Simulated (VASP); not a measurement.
# V3Os: single point with LDA

The system is V3Os.

```
CELL_PARAMETERS angstrom
4.22230 0.00000 0.00000
2.11115 3.65662 0.00000
2.11115 1.21887 3.44749
ATOMIC_POSITIONS crystal
V 0.25000 0.25000 0.25000
V 0.75000 0.75000 0.75000
V 0.50000 0.50000 0.50000
Os 0.00000 0.00000 0.00000
```

```json
{
 "Program": "VASP 6.6.1",
 "Task": "single point",
 "Functional": "LDA",
 "Potentials or basis": "VASP PAW LDA potentials, release 64 (V_sv, Os)",
 "Cutoff": "520 eV",
 "k mesh": "7 × 7 × 7",
 "Occupations": "fermi-dirac, width 0.1 eV",
 "Spin": "collinear spin",
 "Starting moments": "[0.14, 0.14, 0.42, 0.07] μB",
 "Fixed moment": "0.9 μB",
 "Dipole correction": "no",
 "Further INCAR settings": "ALGO = Normal; EDIFF = 1e-07; NBANDS = 36"
}
```

```
Pressure                                              : -10.5 GPa
Net moment                                            : 0.90 μB per cell
Site moments                                          : V +0.14, +0.40 (each value once); Os +0.09 μB
Valence electrons inside the program's atomic spheres : V 11.71, 11.70 (each value once); Os 7.63
```

Wall time 66 s on 1 thread of Intel(R) Xeon(R) Platinum 8488C (Sapphire Rapids) (shared host), peak memory 0.2 GiB.

Caveat: the cell stands under tension; the total moment is fixed, so each spin has its own Fermi level.
